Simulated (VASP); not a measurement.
# RbBa (P-6m2) in VASP: relaxation of cell and atoms with PBE

Aim: the relaxation of cell and atoms of RbBa with PBE.

All numbers are computed with VASP 6.6.1; they aren't measurements. Logs are shortened: lines on timing, memory, paths and dates and some standing lists are left out, and cuts for length are marked.

## 1. The cell of the first run

The structure is hexagonal, space group P-6m2 (No. 187). Conventional cell: a = 4.865 Å, b = 4.865 Å, c = 7.422 Å, α = 90.00°, β = 90.00°, γ = 120.00°.

## 2. Relaxation of cell and atoms, PBE

The input, INCAR:

```
  PREC = Accurate
  ENCUT = 600
  EDIFF = 1E-6
  ISMEAR = 0
  SIGMA = 0.1
  LREAL = False
  LASPH = True
  NELM = 100
  ALGO = Fast
  ISIF = 3
  LWAVE = False
  LCHARG = False
  GGA = PE
  IBRION = 2
  NSW = 100
  EDIFFG = -0.01
```

The input, KPOINTS:

```
regular mesh
0
Gamma
  12 12 8
```

The input, POSCAR:

```
RbBa
1.0
    4.8651355000      0.0000000000      0.0000000000
   -2.4325677500      4.2133309300      0.0000000000
    0.0000000000      0.0000000000      7.4223744600
Rb Ba
1 1
Direct
    0.3333333300      0.6666666700      0.5000000000
    0.0000000000      0.0000000000      0.0000000000
```

Potentials or basis: VASP PAW PBE potentials, release 64 (Rb_sv, Ba_sv).

Launch:

```sh
cat potpaw_PBE.64/Rb_sv/POTCAR potpaw_PBE.64/Ba_sv/POTCAR > POTCAR
mpirun -np 1 vasp_std > vasp.out
```

OUTCAR:

```text
PREC = Accurate
   ENCUT = 600
   EDIFF = 1E-6
   ISMEAR = 0
   LREAL = False
   LASPH = True
   NELM = 100
   ISIF = 3
   GGA = PE
   IBRION = 2
   NSW = 100
   EDIFFG = -0.01

 ion  position               nearest neighbor table
   1  0.333  0.667  0.500-   2 4.65   2 4.65   2 4.65   2 4.65   2 4.65   2 4.65
   2  0.000  0.000  0.000-   1 4.65   1 4.65   1 4.65   1 4.65   1 4.65   1 4.65

  LATTYP: Found a hexagonal cell.
 ALAT       =     4.8651355000
 C/A-ratio  =     1.5256254343

  Lattice vectors:

 A1 = (   4.8651355000,   0.0000000000,   0.0000000000)
 A2 = (  -2.4325677500,   4.2133309300,   0.0000000000)
 A3 = (   0.0000000000,   0.0000000000,   7.4223744600)

Analysis of symmetry for initial positions (statically):
=====================================================================
 Subroutine PRICEL returns:
 Original cell was already a primitive cell.

 Routine SETGRP: Setting up the symmetry group for a
 hexagonal supercell.

 Subroutine GETGRP returns: Found 12 space group operations
 (whereof 12 operations were pure point group operations)
 out of a pool of 24 trial point group operations.

The static configuration has the point symmetry D_3h.

Analysis of symmetry for dynamics (positions and initial velocities):
=====================================================================
 Subroutine PRICEL returns:
 Original cell was already a primitive cell.

 Routine SETGRP: Setting up the symmetry group for a
 hexagonal supercell.

 Subroutine GETGRP returns: Found 12 space group operations
 (whereof 12 operations were pure point group operations)
 out of a pool of 24 trial point group operations.

The dynamic configuration has the point symmetry D_3h.

 Subroutine INISYM returns: Found 12 space group operations
 (whereof 12 operations are pure point group operations),
 and found     1 'primitive' translations

----------------------------------------------------------------------------------------

                                     Primitive cell

  volume of cell :     152.1470

  direct lattice vectors                    reciprocal lattice vectors
     4.865135500  0.000000000  0.000000000     0.205544121  0.118670954  0.000000000
    -2.432567750  4.213330930  0.000000000     0.000000000  0.237341908  0.000000000
     0.000000000  0.000000000  7.422374460     0.000000000  0.000000000  0.134727776

  length of vectors
     4.865135500  4.865135495  7.422374460     0.237341907  0.237341908  0.134727776

  position of ions in fractional coordinates (direct lattice)
     0.333333330  0.666666670  0.500000000
     0.000000000  0.000000000  0.000000000

  ion indices of the primitive-cell ions
   primitive index   ion index
                 1           1
                 2           2

----------------------------------------------------------------------------------------

 KPOINTS: regular mesh

Automatic generation of k-mesh.
 Grid dimensions read from file:
 generate k-points for:   12   12    8

 Generating k-lattice:

  Cartesian coordinates                     Fractional coordinates (reciprocal lattice)
     0.017128677  0.009889246  0.000000000     0.083333333  0.000000000  0.000000000
     0.000000000  0.019778492  0.000000000     0.000000000  0.083333333  0.000000000
     0.000000000  0.000000000  0.016840972     0.000000000  0.000000000  0.125000000

  Length of vectors
     0.019778492  0.019778492  0.016840972

  Shift w.r.t. Gamma in fractional coordinates (k-lattice)
     0.000000000  0.000000000  0.000000000

 Subroutine IBZKPT returns following result:
 ===========================================

 Found     95 irreducible k-points:

 Following reciprocal coordinates:
            Coordinates               Weight
  0.000000  0.000000  0.000000      1.000000
  0.083333  0.000000  0.000000      6.000000
  0.166667  0.000000  0.000000      6.000000
  0.250000  0.000000  0.000000      6.000000
  0.333333  0.000000  0.000000      6.000000
  0.416667  0.000000  0.000000      6.000000
[... 16 lines left out ...]
  0.250000  0.000000  0.125000     12.000000
  0.333333  0.000000  0.125000     12.000000
 [... further k-points ...]
   k-points           NKPTS =     95   k-points in BZ     NKDIM =     95   number of bands    NBANDS=     13
   number of dos      NEDOS =    301   number of ions     NIONS =      2
   total plane-waves  NPLWV =  96000
   dimension x,y,z NGX =    40 NGY =   40 NGZ =   60
   dimension x,y,z NGXF=    80 NGYF=   80 NGZF=  120
   ions per type =               1   1
   NGX,Y,Z   is equivalent  to a cutoff of  13.67, 13.67, 13.44 a.u.
   NGXF,Y,Z  is equivalent  to a cutoff of  27.34, 27.34, 26.88 a.u.
 SYSTEM =  unknown system
   PREC   = accura    normal or accurate (medium, high low for compatibility)
   ISTART =      0    job   : 0-new  1-cont  2-samecut
   ICHARG =      2    charge: 1-file 2-atom 10-const
   ISPIN  =      1    spin polarized calculation?
   LNONCOLLINEAR =      F non collinear calculations
   LSORBIT =      F    spin-orbit coupling
   LASPH  =      T    aspherical Exc in radial PAW
   ENCUT  =  600.0 eV  44.10 Ry    6.64 a.u.   9.72  9.72 14.82*2*pi/ulx,y,z
   NELM   =    100;   NELMIN=  2; NELMDL= -5     # of ELM steps
   EDIFF  = 0.1E-05   stopping-criterion for ELM
   LREAL  =      F    real-space projection
   EDIFFG = -.1E-01   stopping-criterion for IOM
   NSW    =    100    number of steps for IOM
   IBRION =      2    ionic relax: 0-MD 1-quasi-New 2-CG
   NFREE  =      1    steps in history (QN), initial steepest desc. (CG)
   ISIF   =      3    stress and relaxation
   ISYM   =      2    0-nonsym 1-usesym 2-fastsym
   POTIM  = 0.5000    time-step for ionic-motion
   TEBEG  =    0.0;   TEEND  =   0.0 temperature during run
   PSTRESS=    0.0 pullay stress
   NELECT =      19.0000    total number of electrons
   NUPDOWN=      -1.0000    fix difference up-down
   EMIN   =  10.00;   EMAX   =-10.00  energy-range for DOS
   EFERMI =   0.00;   METHOD = LEGACY
   ISMEAR =     0;   SIGMA  =   0.10  broadening in eV -4-tet -1-fermi 0-gaus
   EFERMI_NEDOS =   21; number of points for ismear=-14 and -15
   IALGO  =     68    algorithm
   IMIX   =      4    mixing-type and parameters
     AMIX     =   0.40;   BMIX     =  1.00
     AMIX_MAG =   1.60;   BMIX_MAG =  1.00
  volume/ion in A,a.u.               =      76.07       513.37
  Fermi-wavevector in a.u.,A,eV,Ry     =   0.818286  1.546336  9.110343  0.669591
  Thomas-Fermi vector in A             =   1.928885
   LORBIT       =      0    0 simple, 1 ext, 2 COOP (PROOUT), +10 PAW based schemes
   GGA     = PE    functional components
   LHFCALC =     F    Hartree Fock is set to
   AEXX    =    0.0000 exact exchange contribution
   IVDW    =     0    specifies the selected vdW correction
   LEPSILON=     F    determine dielectric tensor
   LRPA    =     F    only Hartree local field effects (RPA)
 conjugate gradient relaxation of ions
 non-spin polarized calculation
 RMM-DIIS sequential band-by-band and
 Gauss-broadening in eV      SIGMA  =   0.10
  energy-cutoff  :      600.00
  volume of cell :      152.15
 maximum number of plane-waves:      5103
 NGX is ok and might be reduce to    40
   NGX = 19   NGY = 19   NGZ = 29

--------------------------------------- Ionic step        1  -------------------------------------------

 number of electron      19.0000000 magnetization

 Free energy of the ion-electron system (eV)
  ---------------------------------------------------
  ext. energy  EPLUGINS =         0.00000000
  ---------------------------------------------------
  free energy    TOTEN  =        -2.56187508 eV

  energy without entropy =       -2.54836153  energy(sigma->0) =       -2.55511830

------------------------ aborting loop because EDIFF is reached ----------------------------------------

  FORCE on cell =-STRESS in cart. coord.  units (eV):
  Direction    XX          YY          ZZ          XY          YZ          ZX
  --------------------------------------------------------------------------------------
  -------------------------------------------------------------------------------------
  Total       -0.4588000     -0.4588000      0.7540492      0.0000000     -0.0000000      0.0000000
  in kB       -4.8313732     -4.8313732      7.9404822      0.0000000     -0.0000000      0.0000000
  external PRESSURE =      -0.5740881 kB  Pullay stress =       0.0000000 kB

 VOLUME and BASIS-vectors are now :
 -----------------------------------------------------------------------------
  energy-cutoff  :      600.00
  volume of cell :      152.15
      direct lattice vectors                 reciprocal lattice vectors
     4.865135500  0.000000000  0.000000000     0.205544121  0.118670954  0.000000000
    -2.432567750  4.213330930  0.000000000     0.000000000  0.237341908  0.000000000
     0.000000000  0.000000000  7.422374460     0.000000000  0.000000000  0.134727776
[... 181 lines left out ...]
 POSITION                                       TOTAL-FORCE (eV/Angst)
 -----------------------------------------------------------------------------------
     -0.00000      2.66795      4.03515        -0.000000      0.000000      0.000000
      4.62102      0.00000     -0.00000         0.000000     -0.000000      0.000000
 -----------------------------------------------------------------------------------
    total drift:                                0.000016     -0.000009     -0.000000

  FREE ENERGIE OF THE ION-ELECTRON SYSTEM (eV)
  ---------------------------------------------------
  free  energy   TOTEN  =        -2.6199215592 eV

  energy  without entropy=       -2.6058715978  energy(sigma->0) =       -2.61289658

--------------------------------------- Ionic step        7  -------------------------------------------

 number of electron      18.9999999 magnetization

 Free energy of the ion-electron system (eV)
  ---------------------------------------------------
  ext. energy  EPLUGINS =         0.00000000
  ---------------------------------------------------
  free energy    TOTEN  =        -2.61995224 eV

  energy without entropy =       -2.60586344  energy(sigma->0) =       -2.61290784

 E-fermi :   0.7706     XC(G=0):  -6.4239

 val. band max:        0.7664311049   @ k =   0.2500   0.1667   0.2500
 cond. band min:       0.7745809295   @ k =   0.1667   0.0833   0.0000
 fundamental gap:      0.0081498246
 Fermi energy:         0.7705956892

 k-point     1 :       0.0000    0.0000    0.0000
  band No.  band energies     occupation
      1     -28.6260      2.00000
      2     -27.7399      2.00000
      3     -13.8325      2.00000
      4     -13.6284      2.00000
      5     -13.6284      2.00000
      6     -11.8212      2.00000
      7     -11.7737      2.00000
      8     -11.7737      2.00000
      9      -1.6922      2.00000
     10       0.1757      2.00000
     11       1.3048      0.00000
     12       2.4166      0.00000
     13       2.4166      0.00000

 k-point     2 :       0.0833    0.0000    0.0000
  band No.  band energies     occupation
      1     -28.6250      2.00000
      2     -27.7393      2.00000
      3     -13.8300      2.00000
      4     -13.6451      2.00000
      5     -13.6323      2.00000
      6     -11.8197      2.00000
      7     -11.7857      2.00000
      8     -11.7764      2.00000
      9      -1.5985      2.00000
     10       0.2705      2.00000
     11       1.2768      0.00000
[... 339 lines left out ...]
 k-point    24 :       0.3333    0.0000    0.1250
  band No.  band energies     occupation
      1     -28.6139      2.00000
      2     -27.7333      2.00000
      3     -13.8107      2.00000
      4     -13.8046      2.00000
      5     -13.6716      2.00000
      6     -11.9049      2.00000
      7     -11.8044      2.00000
      8     -11.8040      2.00000
      9      -0.3942      2.00000
     10       0.8265      0.42931
     11       1.1719      0.00000
     12       1.7116      0.00000
     13       2.7065      0.00000

 [... further k-points ...]

------------------------ aborting loop because EDIFF is reached ----------------------------------------

  FORCE on cell =-STRESS in cart. coord.  units (eV):
  Direction    XX          YY          ZZ          XY          YZ          ZX
  --------------------------------------------------------------------------------------
  -------------------------------------------------------------------------------------
  Total        0.0038681      0.0038681      0.0088790      0.0000000      0.0000000      0.0000000
  in kB        0.0413833      0.0413833      0.0949935      0.0000000      0.0000000      0.0000000
  external PRESSURE =       0.0592534 kB  Pullay stress =       0.0000000 kB

 VOLUME and BASIS-vectors are now :
 -----------------------------------------------------------------------------
  energy-cutoff  :      600.00
  volume of cell :      149.75
      direct lattice vectors                 reciprocal lattice vectors
     4.625652637  0.000000000  0.000000000     0.216185710  0.124814878  0.000000000
    -2.312826319  4.005932688 -0.000000000     0.000000000  0.249629756 -0.000000000
    -0.000000000  0.000000000  8.081727773     0.000000000  0.000000000  0.123735917

 POSITION                                       TOTAL-FORCE (eV/Angst)
 -----------------------------------------------------------------------------------
     -0.00000      2.67062      4.04086         0.000000     -0.000000      0.000000
     -0.00000      0.00000     -0.00000        -0.000000      0.000000     -0.000000
 -----------------------------------------------------------------------------------
    total drift:                                0.000016     -0.000009     -0.000000

  FREE ENERGIE OF THE ION-ELECTRON SYSTEM (eV)
  ---------------------------------------------------
  free  energy   TOTEN  =        -2.6199522369 eV

  energy  without entropy=       -2.6058634415  energy(sigma->0) =       -2.61290784

 reached required accuracy - stopping structural energy minimisation
```

It took 26 min on 1 thread of Oxide Virtual Turin-like, shared host; peak memory 0.48 GiB.

Results:

```yaml
Free_energy: -2.6200 eV
Relaxed_volume: 74.88 Å³/atom
Relaxed_cell: a = 4.626 Å, b = 4.626 Å, c = 8.082 Å, α = 90.00°, β = 90.00°, γ = 120.00°
Space_group_after_relaxing_to_0.05_Å: P-6m2 (No. 187)
Energy_gained_by_relaxing: 29.0 meV/atom
Ionic_steps: 7
Pressure_after_relaxing: 0.0 GPa
```

The path:
| step | energy change (eV) | largest force (eV/Å) | pressure (GPa) | volume (Å³) |
| --- | --- | --- | --- | --- |
| 1 | 0.0000 | 0.0000 | -0.06 | 152.15 |
| 2 | -0.0216 | 0.0000 | -0.05 | 151.50 |
| 3 | -0.0566 | 0.0000 | 0.02 | 149.09 |
| 4 | -0.0579 | 0.0000 | 0.05 | 148.36 |
| 5 | -0.0579 | 0.0000 | 0.05 | 148.45 |
| 6 | -0.0580 | 0.0000 | 0.02 | 149.24 |
| 7 | -0.0581 | 0.0000 | 0.01 | 149.75 |

Final structure:
```cif
data_structure
_symmetry_space_group_name_H-M 'P 1'
_symmetry_Int_Tables_number 1
_cell_length_a 4.6257
_cell_length_b 4.6257
_cell_length_c 8.0817
_cell_angle_alpha 90.000
_cell_angle_beta 90.000
_cell_angle_gamma 120.000
_cell_volume 149.75
loop_
_atom_site_label
_atom_site_type_symbol
_atom_site_fract_x
_atom_site_fract_y
_atom_site_fract_z
_atom_site_occupancy
Rb1 Rb 0.33333 0.66667 0.50000 1
Ba1 Ba 0.00000 0.00000 0.00000 1
```

Levels at points of the mesh, in eV from the Fermi level:
| k point | band 7 | band 8 | band 9 | band 10 | band 11 | band 12 | band 13 |
| --- | --- | --- | --- | --- | --- | --- | --- |
| (0.00, 0.00, 0.00) | -12.54 | -12.54 | -2.46 | -0.59 | 0.53 | 1.65 | 1.65 |
| (0.50, 0.00, 0.00) | -12.58 | -12.57 | -0.56 | 0.19 | 0.32 | 0.69 | 1.87 |
| (0.00, 0.00, 0.50) | -12.54 | -12.54 | -1.99 | -1.39 | 0.72 | 1.63 | 1.63 |
| (0.50, 0.00, 0.50) | -12.58 | -12.57 | -0.49 | -0.22 | 0.79 | 1.16 | 1.18 |

Caveat: spin-orbit coupling is left out, which moves the levels of the heavy elements.
